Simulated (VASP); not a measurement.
# Bi (R-3m) in VASP: a series of runs, part 2 of 3

VASP 6.6.1.

### 4 Single point, PBEsol (strain -0.015 along x and y, +0.000 along z)

The input, INCAR:

```
ALGO = Fast ; EDIFF = 1E-6
ENCUT = 520 ; GGA = PS
ISIF = 2 ; ISMEAR = 0
LASPH = T ; LCHARG = T
LELF = T ; LREAL = F
LVHAR = T ; LWAVE = F
NBANDS = 22 ; NELM = 80
PREC = Accurate ; SIGMA = 0.15
```

The input, KPOINTS:

```
k-points
0
Gamma
  12 12 12
```

The input, POSCAR:

```
Bi
1.0
    2.2389046832      1.2926322216      3.9540000000
   -2.2389046832      1.2926322216      3.9540000000
    0.0000000000     -2.5852644431      3.9540000000
Bi
2
Direct
    0.2338900000      0.2338900000      0.2338900000
    0.7661100000      0.7661100000      0.7661100000
```

Potentials or basis: VASP PAW PBE potentials, release 64 (Bi_d).

Started as:

```console
$ cat potpaw_PBE.64/Bi_d/POTCAR > POTCAR
$ mpirun -np 1 vasp_std > vasp.out
```

OUTCAR:

```text
EDIFF = 1E-6
   ENCUT = 520
   GGA = PS
   ISIF = 2
   ISMEAR = 0
   LASPH = T
   LREAL = F
   NELM = 80
   PREC = Accurate

 ion  position               nearest neighbor table
   1  0.234  0.234  0.234-   2 3.04   2 3.04   2 3.04   2 3.50   2 3.50   2 3.50
   2  0.766  0.766  0.766-   1 3.04   1 3.04   1 3.04   1 3.50   1 3.50   1 3.50

  LATTYP: Found a trigonal (rhomboedric) cell.
 ALAT       =     4.7241621734
 COS(alpha) =     0.5507877308

  Lattice vectors:

 A1 = (   2.2389046832,   1.2926322216,   3.9540000000)
 A2 = (  -2.2389046832,   1.2926322216,   3.9540000000)
 A3 = (   0.0000000000,  -2.5852644431,   3.9540000000)

Analysis of symmetry for initial positions (statically):
=====================================================================
 Subroutine PRICEL returns:
 Original cell was already a primitive cell.

 Routine SETGRP: Setting up the symmetry group for a
 trigonal (rhombohedral) supercell.

 Subroutine GETGRP returns: Found 12 space group operations
 (whereof 12 operations were pure point group operations)
 out of a pool of 12 trial point group operations.

The static configuration has the point symmetry D_3d.

Analysis of symmetry for dynamics (positions and initial velocities):
=====================================================================
 Subroutine PRICEL returns:
 Original cell was already a primitive cell.

 Routine SETGRP: Setting up the symmetry group for a
 trigonal (rhombohedral) supercell.

 Subroutine GETGRP returns: Found 12 space group operations
 (whereof 12 operations were pure point group operations)
 out of a pool of 12 trial point group operations.

The dynamic configuration has the point symmetry D_3d.

 Subroutine INISYM returns: Found 12 space group operations
 (whereof 12 operations are pure point group operations),
 and found     1 'primitive' translations

[... 101 lines left out ...]
   ISYM   =      2    0-nonsym 1-usesym 2-fastsym
   POTIM  = 0.5000    time-step for ionic-motion
   TEBEG  =    0.0;   TEEND  =   0.0 temperature during run
   PSTRESS=    0.0 pullay stress
   NELECT =      30.0000    total number of electrons
   NUPDOWN=      -1.0000    fix difference up-down
   EMIN   =  10.00;   EMAX   =-10.00  energy-range for DOS
   EFERMI =   0.00;   METHOD = LEGACY
   ISMEAR =     0;   SIGMA  =   0.15  broadening in eV -4-tet -1-fermi 0-gaus
   EFERMI_NEDOS =   21; number of points for ismear=-14 and -15
   IALGO  =     68    algorithm
   IMIX   =      4    mixing-type and parameters
     AMIX     =   0.40;   BMIX     =  1.00
     AMIX_MAG =   1.60;   BMIX_MAG =  1.00
  volume/ion in A,a.u.               =      34.33       231.67
  Fermi-wavevector in a.u.,A,eV,Ry     =   1.242269  2.347549 20.996960  1.543233
  Thomas-Fermi vector in A             =   2.376631
   LORBIT       =      0    0 simple, 1 ext, 2 COOP (PROOUT), +10 PAW based schemes
   GGA     = PS    functional components
   LHFCALC =     F    Hartree Fock is set to
   AEXX    =    0.0000 exact exchange contribution
   IVDW    =     0    specifies the selected vdW correction
   LEPSILON=     F    determine dielectric tensor
   LRPA    =     F    only Hartree local field effects (RPA)
 non-spin polarized calculation
 RMM-DIIS sequential band-by-band and
 Gauss-broadening in eV      SIGMA  =   0.15
  energy-cutoff  :      520.00
  volume of cell :       68.66
 maximum number of plane-waves:      1875
   NGX = 17   NGY = 17   NGZ = 17

 number of electron      30.0000005 magnetization

 Free energy of the ion-electron system (eV)
  ---------------------------------------------------
  ext. energy  EPLUGINS =         0.00000000
  ---------------------------------------------------
  free energy    TOTEN  =        -8.59562779 eV

  energy without entropy =       -8.59320463  energy(sigma->0) =       -8.59441621

 E-fermi :   6.4888     XC(G=0):  -9.8108

 val. band max:        6.4709912777   @ k =  -0.4167   0.5000   0.4167
 cond. band min:       6.4983864202   @ k =   0.4167   0.0000  -0.0000
 fundamental gap:      0.0273951425
 Fermi energy:         6.4887855500

 k-point     1 :       0.0000    0.0000    0.0000
  band No.  band energies     occupation
      1     -16.4437      2.00000
      2     -16.4437      2.00000
      3     -16.2776      2.00000
      4     -16.2776      2.00000
      5     -16.2621      2.00000
      6     -16.0734      2.00000
[... 589 lines left out ...]
     21      14.5227      0.00000
     22      16.4025      0.00000

 [... further k-points ...]
[... 5 lines left out ...]
  --------------------------------------------------------------------------------------
  -------------------------------------------------------------------------------------
  Total        0.4656453      0.4656453      0.2368342      0.0000000      0.0000000      0.0000000
  in kB       10.8659391     10.8659391      5.5265800      0.0000000      0.0000000      0.0000000
  external PRESSURE =       9.0861527 kB  Pullay stress =       0.0000000 kB

 VOLUME and BASIS-vectors are now :
 -----------------------------------------------------------------------------
  energy-cutoff  :      520.00
  volume of cell :       68.66
      direct lattice vectors                 reciprocal lattice vectors
     2.238904683  1.292632222  3.954000000     0.223323487  0.128935875  0.084302816
    -2.238904683  1.292632222  3.954000000    -0.223323487  0.128935875  0.084302816
     0.000000000 -2.585264443  3.954000000     0.000000000 -0.257871750  0.084302816

 POSITION                                       TOTAL-FORCE (eV/Angst)
 -----------------------------------------------------------------------------------
      0.00000      0.00000      2.77440         0.000000      0.000000      0.253868
      0.00000      0.00000      9.08760         0.000000     -0.000000     -0.253868
 -----------------------------------------------------------------------------------
    total drift:                                0.000000     -0.000000      0.000000

  FREE ENERGIE OF THE ION-ELECTRON SYSTEM (eV)
  ---------------------------------------------------
  free  energy   TOTEN  =        -8.5956277856 eV

  energy  without entropy=       -8.5932046312  energy(sigma->0) =       -8.59441621
```

OSZICAR:

```text
N       E                     dE             d eps       ncg     rms          rms(c)
DAV:   1     0.306976414153E+03    0.30698E+03   -0.16302E+04  8322   0.165E+03
DAV:   2     0.173759023149E+02   -0.28960E+03   -0.28241E+03  8406   0.438E+02
DAV:   3    -0.771465486049E+01   -0.25091E+02   -0.24816E+02 10074   0.142E+02
DAV:   4    -0.857942532001E+01   -0.86477E+00   -0.86433E+00 10470   0.290E+01
DAV:   5    -0.861379205618E+01   -0.34367E-01   -0.34366E-01 11934   0.519E+00    0.113E+00
RMM:   6    -0.860074365336E+01    0.13048E-01   -0.16138E-02 10294   0.141E+00    0.660E-01
RMM:   7    -0.859524439942E+01    0.54993E-02   -0.16890E-02  9924   0.132E+00    0.109E-01
RMM:   8    -0.859550057610E+01   -0.25618E-03   -0.43911E-03 11934   0.672E-01    0.286E-02
RMM:   9    -0.859563229002E+01   -0.13171E-03   -0.13911E-03 14361   0.286E-01    0.320E-02
RMM:  10    -0.859563156018E+01    0.72984E-06   -0.10284E-04 13941   0.820E-02    0.198E-02
RMM:  11    -0.859562791264E+01    0.36475E-05   -0.21362E-05 11375   0.448E-02    0.677E-03
RMM:  12    -0.859562761858E+01    0.29406E-06   -0.10112E-05 11591   0.307E-02    0.183E-03
RMM:  13    -0.859562778561E+01   -0.16703E-06   -0.33338E-06  6160   0.148E-02
   1 F= -.85956278E+01 E0= -.85944162E+01  d E =-.242315E-02
```

stdout:

```text
POSCAR found type information on POSCAR Bi
 POSCAR found :  1 types and       2 ions
 scaLAPACK will be used
 -----------------------------------------------------------------------------
|                                                                             |
|                                                                             |
|     You enforced a specific xc type in the INCAR file but a different       |
|     I HOPE YOU KNOW WHAT YOU ARE DOING!                                     |
|                                                                             |
 -----------------------------------------------------------------------------

 LDA part: xc-table for (Slater+PW92), standard interpolation
 POSCAR, INCAR and KPOINTS ok, starting setup
 FFT: planning ... GRIDC
 FFT: planning ... GRID_SOFT
 FFT: planning ... GRID
 WAVECAR not read
 entering main loop
WARNING in EDDRMM: call to ZHEGV failed, returncode =   6  3     22
WARNING in EDDRMM: call to ZHEGV failed, returncode =   8  4     21
WARNING in EDDRMM: call to ZHEGV failed, returncode =   8  4     20
WARNING in EDDRMM: call to ZHEGV failed, returncode =   8  4     21
WARNING in EDDRMM: call to ZHEGV failed, returncode =   6  3     21
```

It took 4.6 min on 1 thread of Intel Xeon Platinum 8259CL at 2.50GHz (Skylake/Cascade Lake), shared host; peak memory 0.36 GiB.

Results:

```yaml
Free_energy: -8.5956 eV
Pressure: 0.9 GPa
Largest_force: 0.254 eV/Å
Band_gap_on_the_k_mesh: zero (band 15 reaches 6.47 eV, above the bottom of band 16 at 6.19 eV)
```

Forces on the atoms (eV/Å):
```
Bi   0.000  0.000  0.254
Bi   0.000  0.000 -0.254
```

Stress tensor (GPa, compression positive):
```
1.09 0.00 0.00
0.00 1.09 0.00
0.00 0.00 0.55
```

Caveat: the cell differs from its parent crystal (strain -0.015 along x and y, +0.000 along z); the PAW data sets were made with another functional, which shifts forces and pressure a little; spin-orbit coupling is left out, which moves the levels of the heavy elements.

[end of part 2 of 3]
